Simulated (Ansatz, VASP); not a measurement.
**HfN in VASP and in Ansatz**

File INCAR:

```
SYSTEM = HfN
PREC = Accurate
ENCUT = 600
EDIFF = 1E-6
ISMEAR = 0
SIGMA = 0.15
LREAL = .False.
LASPH = .True.
NELM = 120
ALGO = Normal
ISIF = 2
LWAVE = .False.
LCHARG = .True.
GGA = PS
LELF = .True.
LVHAR = .True.
NBANDS = 14
GGA_COMPAT = .False.
```

KPOINTS

```
regular mesh
0
Gamma
  22 22 22
  0 0 0
```

Contents of POSCAR:

```
HfN
1.0
    0.0000000000      2.3633145458      2.2507757579
    2.3633145458      0.0000000000      2.2507757579
    2.3633145458      2.3633145458      0.0000000000
Hf N
1 1
Direct
    0.0000000000      0.0000000000      0.0000000000
    0.5000000000      0.5000000000      0.5000000000
```

Input for Ansatz:

```yaml
crystal:
  lattice:
    - [0.0, 2.3633145458, 2.2507757579]
    - [2.3633145458, 0.0, 2.2507757579]
    - [2.3633145458, 2.3633145458, 0.0]
  atoms:
    - { symbol: Hf, position: [0.0, 0.0, 0.0] }
    - { symbol: "N", position: [0.5, 0.5, 0.5] }
basis:
  ecutwfc: 420
kpoints:
  mp_grid: { grid: [22, 22, 22] }
hamiltonian:
  xc: pbesol
scf:
  occupations: { method: gaussian, width: 0.15 }
output:
  forces: true
  stress: true
  eigenvalues: true
```

Change from the starting cell: strain +0.050 along x and y, +0.000 along z, atoms carried along.

Alike in both runs: task single point; functional PBEsol; k mesh 22 × 22 × 22; occupations gaussian, width 0.15 eV; no spin polarisation.

|  | VASP | Ansatz |
| --- | --- | --- |
| version | VASP 6.6.1 | Ansatz 0.2.0 |
| potentials or method | VASP PAW PBE potentials, release 64 (Hf_pv, N), cutoff 600 eV | scalar-relativistic, plane waves, PAW |
| valence electrons in the cell | 15 | 31 |

Ansatz gave:

```
gap on the k mesh at the Fermi level (eV)                     : none
pressure (GPa)                                                : -21.3
traceless stress, the component that is largest in VASP (GPa) : 11.15
```

Estimate VASP's values.

gap on the k mesh at the Fermi level (eV): none; pressure (GPa): -23.3; traceless stress, the component that is largest in VASP (GPa): 10.98.

VASP's potentials were made for PBE, not for PBEsol. A gap of «none» marks a metal or a gap that the smearing closes. VASP's potentials hold 15 valence electrons a cell and Ansatz's 31, so a difference there can come from the potentials and not from the codes.

Spin-orbit coupling is off throughout.
